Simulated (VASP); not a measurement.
W, 1 atom in the cell. It takes space group Fm-3m (No. 225, cubic). The conventional cell has a = 4.060 Å, b = 4.060 Å, c = 4.060 Å, α = 90.00°, β = 90.00°, γ = 90.00°. W (site symmetry m-3m) has 12 W at 2.87 Å within 3.8 Å. 

| Quantity | Value |
| --- | --- |
| Program | VASP 6.6.1 |
| Task | single point |
| Functional | PBE |
| Potentials or basis | VASP PAW PBE potentials, release 64 (W_sv) |
| Cutoff | 500 eV |
| k mesh | 10 × 10 × 10 |
| Occupations | fermi-dirac, width 0.05 eV |
| Spin | no spin polarisation |
| Dipole correction | no |
| Further INCAR settings | ALGO = Normal; EDIFF = 1e-06; NBANDS = 13 |

Potentials or basis: VASP PAW PBE potentials, release 64 (W_sv).

The run is started by

```bash
$ cat potpaw_PBE.64/W_sv/POTCAR > POTCAR
$ mpirun -np 1 vasp_std > vasp.out
```

Hardware: 1 thread of Intel(R) Xeon(R) Platinum 8375C CPU @ 2.90GHz (Ice Lake) (shared host).

Q: How long does it take, and how much memory?

A: Run time: 5.3 s on 1 thread of Intel(R) Xeon(R) Platinum 8375C CPU @ 2.90GHz (Ice Lake), on a shared host, peak memory 0.14 GiB. Counts: scf iterations 11, k points 47.
